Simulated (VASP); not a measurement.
Crystal: RuS2.

```
Ru S
1.0
     3.42283    0.00000    0.00000
    -1.71141    2.96425    0.00000
     0.00000    0.00000    5.47748
Ru S
1 2
Cartesian
  0.0000 0.0000 0.0000
  1.7114 0.9881 4.0950
  0.0000 1.9762 1.3825
```

| Quantity | Value |
| --- | --- |
| Program | VASP 6.6.1 |
| Task | relaxation of cell and atoms |
| Functional | PBE |
| Dispersion | D3(BJ) |
| Potentials or basis | VASP PAW PBE potentials, release 64 (Ru_pv, S) |
| Cutoff | 600 eV |
| k mesh | 6 × 6 × 4 |
| Occupations | gaussian, width 0.1 eV |
| Spin | collinear spin, ferromagnetic start |
| Starting moments | [0.65, 0.0, 0.0] μB |

At the start: pressure -7.9 GPa; volume 18.53 Å³/atom.

Question: Where does the relaxation end?

Answer: Over 16 steps the energy falls by 60.9 meV/atom and the volume is 16.05 Å³/atom (-13.4 %); space group P-3m1 (No. 164, to 0.1 Å) before and after; moment 0.00 μB per cell.

The path:
| step | energy change (eV) | largest force (eV/Å) | pressure (GPa) | volume (Å³) |
| --- | --- | --- | --- | --- |
| 1 | 0.0000 | 0.6599 | -7.90 | 55.58 |
| 2 | 0.0814 | 1.7096 | 14.03 | 48.55 |
| 3 | -0.0965 | 0.2290 | -0.28 | 52.40 |
| 4 | -0.0965 | 0.2488 | -0.10 | 52.34 |
| 5 | -0.1177 | 0.2943 | -0.11 | 51.89 |
| 6 | -0.1596 | 0.3662 | -0.04 | 50.49 |
| 7 | -0.0463 | 0.2888 | 2.25 | 47.38 |
| 8 | -0.1566 | 0.4104 | 0.31 | 50.09 |
| 9 | -0.1558 | 0.4353 | 0.53 | 49.52 |
| 10 | -0.1575 | 0.4259 | 0.41 | 49.81 |
| 11 | -0.1672 | 0.0323 | -2.63 | 49.78 |
| 12 | -0.1679 | 0.0650 | -1.99 | 49.79 |
| 13 | -0.1797 | 0.0337 | -0.75 | 48.77 |
| 14 | -0.1821 | 0.0188 | 0.15 | 48.11 |
| 15 | -0.1821 | 0.0184 | 0.19 | 48.07 |
| 16 | -0.1827 | 0.0126 | -0.07 | 48.15 |

Final structure:
```yaml
crystal:
  lattice:
    - [3.39237, 0.00000, 0.00000]
    - [-1.69618, 2.93788, 0.00000]
    - [0.00000, 0.00000, 4.83168]
  atoms:
    - { symbol: Ru, position: [0.00000, 0.00000, 0.00000] }
    - { symbol: S, position: [0.66667, 0.33333, 0.72828] }
    - { symbol: S, position: [0.33333, 0.66667, 0.27172] }
```
